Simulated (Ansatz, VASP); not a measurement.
**Two plane-wave programs on B2SbI3**

```
B Sb I
1.0
     4.28259    0.00000    0.00000
     0.00000    4.28259    0.00000
     0.00000    0.00000   10.40160
B Sb I
2 1 3
Direct
  0.00000 0.50000 0.59744
  0.50000 0.00000 0.40256
  0.00000 0.00000 0.00000
  0.00000 0.50000 0.37225
  0.50000 0.00000 0.62775
  0.50000 0.50000 0.00000
```

Change from the starting cell: species swapped into the Ti2CuSb3 type (P-4m2, No. 115).

Alike in both runs: functional PBE; k mesh 10 × 10 × 4; occupations gaussian, width 0.1 eV; no spin polarisation.

Ansatz relaxed the structure, and its values are those at the end. VASP's run is a single point on that final structure, the one shown.

```csv
,VASP,Ansatz
version,VASP 6.6.1,Ansatz 0.2.0
potentials or method,"VASP PAW PBE potentials, release 64 (B, Sb, I), cutoff 520 eV","scalar-relativistic, plane waves, PAW"
valence electrons in the cell,32,72
```

|  | VASP | Ansatz | Ansatz less VASP |
| --- | --- | --- | --- |
| gap on the k mesh at the Fermi level (eV) | none | none | - |
| pressure (GPa) | 0.0 | 0.0 | +0.03 |

A gap of «none» marks a metal or a gap that the smearing closes. VASP's potentials hold 32 valence electrons a cell and Ansatz's 72, so a difference there can come from the potentials and not from the codes.

Neither program's run includes spin-orbit coupling.
